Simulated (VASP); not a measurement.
MgS:

```
CELL_PARAMETERS angstrom
0.00000 2.83312 2.83312
2.83312 0.00000 2.83312
2.83312 2.83312 0.00000
ATOMIC_POSITIONS crystal
S 0.25000 0.25000 0.25000
Mg 0.00000 0.00000 0.00000
```

| Property | Result |
| --- | --- |
| Program | VASP 6.6.1 |
| Task | relaxation of cell and atoms |
| Functional | PBE |
| Dispersion | D3(BJ) |
| Potentials or basis | VASP PAW PBE potentials, release 64 (S, Mg) |
| Cutoff | 600 eV |
| k mesh | 8 × 8 × 8 |
| Occupations | fermi-dirac, width 0.05 eV |
| Spin | no spin polarisation |

At the start: pressure -1.3 GPa; volume 22.74 Å³/atom.

How do energy, volume and symmetry change on relaxing?

Over 3 steps the energy falls by 2.2 meV/atom and the volume is 22.22 Å³/atom (-2.3 %); space group F-43m (No. 216, to 0.05 Å).

The path:
| step | energy change (eV) | largest force (eV/Å) | pressure (GPa) | volume (Å³) |
| --- | --- | --- | --- | --- |
| 1 | 0.0000 | 0.0000 | -1.33 | 45.48 |
| 2 | -0.0043 | 0.0000 | 0.27 | 44.25 |
| 3 | -0.0044 | 0.0000 | 0.00 | 44.44 |

Final structure:
```
S Mg
1.0
     0.00000    2.81136    2.81136
     2.81136    0.00000    2.81136
     2.81136    2.81136    0.00000
S Mg
1 1
Direct
  0.25000 0.25000 0.25000
  0.00000 0.00000 0.00000
```
